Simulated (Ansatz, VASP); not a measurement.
Hf in VASP and in Ansatz

```
CELL_PARAMETERS angstrom
3.14875 0.00000 0.00000
-1.57437 2.72690 0.00000
0.00000 0.00000 5.05780
ATOMIC_POSITIONS crystal
Hf 0.33333 0.66667 0.25000
Hf 0.66667 0.33333 0.75000
```

Change from the starting cell: strain -0.015 along x and y, +0.000 along z, atoms carried along.

Alike in both runs: task single point; functional PBE; k mesh 18 × 18 × 10; occupations gaussian, width 0.15 eV; no spin polarisation.

|  | VASP | Ansatz |
| --- | --- | --- |
| version | VASP 6.6.1 | Ansatz 0.2.0 |
| potentials or method | VASP PAW PBE potentials, release 64 (Hf_pv), cutoff 520 eV | scalar-relativistic, plane waves, PAW |
| valence electrons in the cell | 20 | 52 |

|  | VASP | Ansatz | Ansatz less VASP |
| --- | --- | --- | --- |
| gap on the k mesh at the Fermi level (eV) | none | none | - |
| pressure (GPa) | 3.8 | 4.2 | +0.44 |
| traceless stress, the component that is largest in VASP (GPa) | -1.35 | -1.28 | +0.075 |

A gap of «none» marks a metal or a gap that the smearing closes. With one functional, cell and mesh, what is left measures potentials, basis and numerics. VASP's potentials hold 20 valence electrons a cell and Ansatz's 52, so a difference there can come from the potentials and not from the codes.

Spin-orbit coupling is off throughout.
